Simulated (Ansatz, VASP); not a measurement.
Ba: VASP beside Ansatz

```
CELL_PARAMETERS angstrom
0.00000 3.36449 3.36449
3.36449 0.00000 3.36449
3.36449 3.36449 0.00000
ATOMIC_POSITIONS crystal
Ba 0.00000 0.00000 0.00000
```

Alike in both runs: task single point; functional revPBE; k mesh 14 × 14 × 14; occupations fermi-dirac, width 0.1 eV; no spin polarisation.

```csv
,VASP,Ansatz
version,VASP 6.6.1,Ansatz 0.2.0
potentials or method,"VASP PAW PBE potentials, release 64 (Ba_sv), cutoff 520 eV","plane waves (420 eV) with PAW, scalar-relativistic"
valence electrons in the cell,10,10
```

|  | VASP | Ansatz | Ansatz less VASP |
| --- | --- | --- | --- |
| pressure (GPa) | -0.7 | -0.7 | -0.02 |

VASP's potentials were made for PBE, not for revPBE. The functional is the same, so the differences come from potentials, cutoffs and numerics.

Spin-orbit coupling is off throughout.
